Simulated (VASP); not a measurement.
## Re: single point with PBE

Crystal: Re.

```
Re
1.0
     2.73760    0.00000    0.00000
    -1.36880    2.37083    0.00000
     0.00000    0.00000    4.42073
Re
2
Direct
  0.33333 0.66667 0.25000
  0.66667 0.33333 0.75000
```

| Item | Value |
| --- | --- |
| Program | VASP 6.6.1 |
| Task | single point |
| Functional | PBE |
| Potentials or basis | VASP PAW PBE potentials, release 64 (Re) |
| Cutoff | 520 eV |
| k mesh | 11 × 11 × 6 |
| Occupations | fermi-dirac, width 0.1 eV |
| Spin | no spin polarisation |
| Dipole correction | no |
| Further INCAR settings | ALGO = Normal; EDIFF = 1e-07; NBANDS = 14 |

```yaml
Pressure: 16.4 GPa
Band_gap_on_the_k_mesh: zero (band 7 reaches 9.63 eV, above the bottom of band 8 at 6.42 eV)
```

Stress tensor (GPa, compression positive):
```
16.35  0.00  0.00
 0.00 16.35  0.00
 0.00  0.00 16.51
```

Levels at points of the mesh, in eV from the Fermi level:
```tsv
k point	band 5	band 6	band 7	band 8	band 9	band 10
(0.00, 0.00, 0.00)	-1.65	-0.79	-0.79	0.18	0.18	0.66
(0.00, 0.00, 0.50)	-1.79	-1.79	-1.79	-1.79	2.63	2.63
```

Wall time 21 s on 1 thread of Intel(R) Xeon(R) Platinum 8259CL CPU @ 2.50GHz (Skylake/Cascade Lake) (shared host), peak memory 0.15 GiB.

Caveat: spin-orbit coupling is left out, which moves the levels of the heavy elements.
